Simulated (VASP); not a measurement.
Wanted: the native input for a VASP 6.6.1 run.

```yaml
Task: single point
Functional: PBE
Potentials_or_basis: VASP PAW PBE potentials, release 64 (Si, C)
Cutoff: 520 eV
k_mesh: 6 × 6 × 2
Occupations: gaussian, width 0.1 eV
Spin: collinear spin, ferromagnetic start
Starting_moments: "[0.0, 1.0, 1.0, 1.0] μB"
Dipole_correction: no
Further_INCAR_settings: ALGO = Normal; EDIFF = 1e-07; NBANDS = 20
```

The structure of SiC3 lies in POSCAR:

```
SiC3
1.0
    2.6962407100      0.0000000000      0.0000000000
   -1.3481203500      2.3350129500      0.0000000000
    0.0000000000      0.0000000000      8.5197689700
Si C
1 3
Direct
    0.3333333300      0.6666666700      0.0000000000
    0.3333333300      0.6666666700      0.5000000000
    0.6666666700      0.3333333300      0.2500000000
    0.6666666700      0.3333333300      0.7500000000
```

The input as run:

INCAR

```
SYSTEM = SiC3
PREC = Accurate ; ENCUT = 520
EDIFF = 1E-7 ; ISMEAR = 0
SIGMA = 0.1 ; LREAL = .False.
LASPH = .True. ; NELM = 150
ALGO = Normal ; ISIF = 2
LWAVE = .False. ; LCHARG = .True.
ISPIN = 2 ; MAGMOM = 0 1 1 1
LORBIT = 11 ; GGA = PE
LELF = .True. ; LVHAR = .True.
NBANDS = 20
```

KPOINTS

```
Automatic mesh
0
Gamma
  6 6 2
  0 0 0
```

Potentials or basis: VASP PAW PBE potentials, release 64 (Si, C).

Command:

```bash
$ cat potpaw_PBE.64/Si/POTCAR potpaw_PBE.64/C/POTCAR > POTCAR
$ mpirun -np 1 vasp_std > vasp.out
```

It gave:

```
Pressure                                              : -24.0 GPa
Largest force                                         : 0.113 eV/Å
Band gap on the k mesh                                : zero (filled and empty bands overlap)
Net moment                                            : 0.00 μB per cell
Valence electrons inside the program's atomic spheres : Si 1.47; C 1.93, 1.98
```

Caveat: the k points lie up to 0.45 Å⁻¹ apart.

It took 79 s on 1 thread of Intel Xeon 8259CL, with other jobs on the host, peak memory 0.18 GiB.
